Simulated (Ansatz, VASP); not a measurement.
## Ti3Al: VASP beside Ansatz

INCAR

```
SYSTEM = Ti3Al
PREC = Accurate
ENCUT = 520
EDIFF = 1E-7
ISMEAR = -1
SIGMA = 0.05
LREAL = .False.
LASPH = .True.
NELM = 60
ALGO = Normal
ISIF = 2
LWAVE = .False.
LCHARG = .False.
GGA = PS
NBANDS = 28
```

Contents of KPOINTS:

```
regular mesh
0
Gamma
  7 7 7
  0 0 0
```

File POSCAR:

```
Ti3Al
1.0
    0.0000000000      3.2317810000      3.2317810000
    3.2317810000      0.0000000000      3.2317810000
    3.2317810000      3.2317810000      0.0000000000
Ti Al
3 1
Direct
    0.0000000000      0.0000000000      0.0000000000
    0.2500000000      0.2500000000      0.2500000000
    0.7500000000      0.7500000000      0.7500000000
    0.5000000000      0.5000000000      0.5000000000
```

input.yaml

```yaml
crystal:
  lattice:
    - [0.0, 3.231781, 3.231781]
    - [3.231781, 0.0, 3.231781]
    - [3.231781, 3.231781, 0.0]
  atoms:
    - { symbol: Ti, position: [0.0, 0.0, 0.0] }
    - { symbol: Ti, position: [0.25, 0.25, 0.25] }
    - { symbol: Ti, position: [0.75, 0.75, 0.75] }
    - { symbol: Al, position: [0.5, 0.5, 0.5] }
kpoints:
  mp_grid: { grid: [7, 7, 7] }
scf:
  occupations: { method: fermi_dirac, width: 0.05 }
hamiltonian:
  xc: pbesol
  pseudopotentials: { kind: all_electron, lapw: { basis_error: 0.001 } }
output:
  forces: true
  stress: true
  eigenvalues: true
```

Alike in both runs: task single point; functional PBEsol; k mesh 7 × 7 × 7; occupations fermi-dirac, width 0.05 eV; no spin polarisation.

|  | VASP | Ansatz |
| --- | --- | --- |
| version | VASP 6.6.1 | Ansatz 0.2.0 |
| potentials or method | VASP PAW PBE potentials, release 64 (Ti_sv, Al), cutoff 520 eV | all-electron LAPW, scalar-relativistic |

```tsv
	VASP	Ansatz	Ansatz less VASP
gap on the k mesh at the Fermi level (eV)	none	none	-
pressure (GPa)	-4.9	-4.8	+0.04
```

VASP's potentials were made for PBE, not for PBEsol. A gap of «none» marks a metal or a gap that the smearing closes. Ansatz ran all-electron here, and VASP with PAW potentials.
